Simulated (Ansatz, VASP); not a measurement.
# CuO: VASP beside Ansatz

File INCAR:

```
AGGAC    = 1.0          
AGGAX    = 1.0          
ALDAC    = 0.0          
ALDAX    = 1.0          
ALGO     = Normal         # electronic algorithm
EDIFF    = 1E-7           # SCF threshold, eV
ENCUT    = 520            # plane-wave cutoff, eV
GGA      = B5             # functional
ISIF     = 2              # what is computed and relaxed
ISMEAR   = -1             # smearing method
LASPH    = T              # aspherical terms in the spheres
LCHARG   = F              # write CHGCAR
LREAL    = F              # projectors in reciprocal space
LWAVE    = F              # write WAVECAR
NBANDS   = 25             # bands
NELM     = 100            # most SCF steps
PREC     = Accurate       # precision mode
SIGMA    = 0.05           # smearing width, eV
```

File KPOINTS:

```
k-points
0
Gamma
  10 10 5
```

POSCAR

```
CuO
1.0
    0.1883312728     -2.1577088141     -2.0294313103
   -2.0061679202      0.1055817978     -1.9466818354
    2.3672052547      2.2704977238     -4.3599828031
Cu O
2 2
Direct
    0.4562322400      0.5306856300      0.4854117400
    0.9742842800      0.9858673900      0.0243612000
    0.8016626700      0.7447211200      0.7392802400
    0.2678208100      0.2387258700      0.2509468100
```

Contents of input.yaml:

```yaml
crystal:
  lattice:
    - [0.1883312728, -2.1577088141, -2.0294313103]
    - [-2.0061679202, 0.1055817978, -1.9466818354]
    - [2.3672052547, 2.2704977238, -4.3599828031]
  atoms:
    - { symbol: Cu, position: [0.45623224, 0.53068563, 0.48541174] }
    - { symbol: Cu, position: [0.97428428, 0.98586739, 0.0243612] }
    - { symbol: O, position: [0.80166267, 0.74472112, 0.73928024] }
    - { symbol: O, position: [0.26782081, 0.23872587, 0.25094681] }
hamiltonian:
  xc: blyp
  pseudopotentials: { kind: paw }
kpoints:
  mp_grid: { grid: [10, 10, 5] }
scf:
  occupations: { method: fermi_dirac, width: 0.05 }
output:
  forces: true
  stress: true
  eigenvalues: true
```

Alike in both runs: task single point; functional BLYP; k mesh 10 × 10 × 5; occupations fermi-dirac, width 0.05 eV; no spin polarisation.

```csv
,VASP,Ansatz
version,VASP 6.6.1,Ansatz 0.2.0
potentials or method,"VASP PAW PBE potentials, release 64 (Cu, O)",Ansatz PAW
plane-wave cutoff (eV),520,420
valence electrons in the cell,34,50
```

```csv
,VASP,Ansatz,Ansatz less VASP
gap on the k mesh at the Fermi level (eV),none,none,-
pressure (GPa),7.2,6.8,-0.39
"traceless stress, the component that is largest in VASP (GPa)",8.38,8.37,-0.007
rms of the force components (eV/Å),0.801,0.785,-0.0163
```

VASP's potentials were made for PBE, not for BLYP. Atom by atom the forces differ by 0.020 eV/Å (rms over components). A gap of «none» marks a metal or a gap that the smearing closes. With one functional, cell and mesh, what is left measures potentials, basis and numerics. VASP's potentials hold 34 valence electrons a cell and Ansatz's 50, so a difference there can come from the potentials and not from the codes.
